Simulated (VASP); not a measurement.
Wanted: the native input for a VASP 6.6.1 run.

* Task: single point
* Functional: PBEsol
* Potentials or basis: VASP PAW PBE potentials, release 64 (Co)
* Cutoff: 520 eV
* k mesh: 14 × 14 × 8
* Occupations: fermi-dirac, width 0.1 eV
* Spin: collinear spin, ferromagnetic start
* Starting moments: [1.8, 1.8] μB
* Dipole correction: no
* Further INCAR settings: ALGO = Normal; EDIFF = 1e-06; NBANDS = 20

The structure of Co lies in POSCAR:

```
Co
1.0
    2.4873650000      0.0000000000      0.0000000000
   -1.2436820000      2.1541210000      0.0000000000
    0.0000000000      0.0000000000      4.0632900000
Co
2
Direct
    0.6666666667      0.3333333333      0.2598610000
    0.3333333333      0.6666666667      0.7401390000
```

These files were run (other wordings do the same):

INCAR

```
ALGO     = Normal         # electronic algorithm
EDIFF    = 1E-6           # SCF threshold, eV
ENCUT    = 520            # plane-wave cutoff, eV
GGA      = PS             # functional
ISIF     = 2              # what is computed and relaxed
ISMEAR   = -1             # smearing method
ISPIN    = 2              # spin polarisation
LASPH    = True           # aspherical terms in the spheres
LCHARG   = False          # write CHGCAR
LMAXMIX  = 4              # l up to which the mixer works
LORBIT   = 11             # projections on sites
LREAL    = False          # projectors in reciprocal space
LWAVE    = False          # write WAVECAR
MAGMOM   = 1.8 1.8        # initial moments
NBANDS   = 20             # bands
NELM     = 150            # most SCF steps
PREC     = Accurate       # precision mode
SIGMA    = 0.1            # smearing width, eV
```

KPOINTS

```
k-points
0
Gamma
  14 14 8
```

Potentials or basis: VASP PAW PBE potentials, release 64 (Co).

Command:

```sh
$ cat potpaw_PBE.64/Co/POTCAR > POTCAR
$ mpirun -np 1 vasp_std > vasp.out
```

It gave:

```
Pressure                                              : -10.3 GPa
Largest force                                         : 0.462 eV/Å
Net moment                                            : 3.19 μB per cell
Site moments                                          : Co +1.61 μB
Valence electrons inside the program's atomic spheres : Co 8.27
```

Caveat: the PAW data sets were made with another functional, which shifts forces and pressure a little.

Wall time 2 min on 1 thread of Intel(R) Xeon(R) Platinum 8259CL CPU @ 2.50GHz (Skylake/Cascade Lake), on a shared host, peak memory 0.21 GiB.
